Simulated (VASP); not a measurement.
The system is KCl.

```
K Cl
1.0
     3.89449    0.00000    0.00000
     0.00000    3.77081    0.00000
     0.00000    0.00000    3.77081
K Cl
1 1
Direct
  0.00000 0.00000 0.00000
  0.50000 0.50000 0.50000
```

This cell differs from its parent crystal: uniaxial x strain +3.3%.

Base run:

```yaml
Program: VASP 6.6.1
Functional: r2SCAN
Potentials_or_basis: VASP PAW PBE potentials, release 64 (K_sv, Cl)
Cutoff: 520 eV
k_mesh: 8 × 8 × 8
Occupations: gaussian, width 0.01 eV
Spin: no spin polarisation
```

Its results: band gap on the k mesh 5.59 eV, indirect (least direct gap 5.79 eV); pressure -0.7 GPa.

Question: The run is repeated on the same cell with these changes: functional from r2SCAN to PBE; k mesh from 8 × 8 × 8 to 4 × 4 × 4. What comes out?

Answer: Band gap on the k mesh 4.82 eV, indirect (least direct gap 5.02 eV); pressure 0.4 GPa.

Several settings changed at once, so the effect can't be laid on one alone.

Caveats: the PAW data sets were made with another functional, which shifts forces and pressure a little (some runs).

A k mesh can miss the band edges.
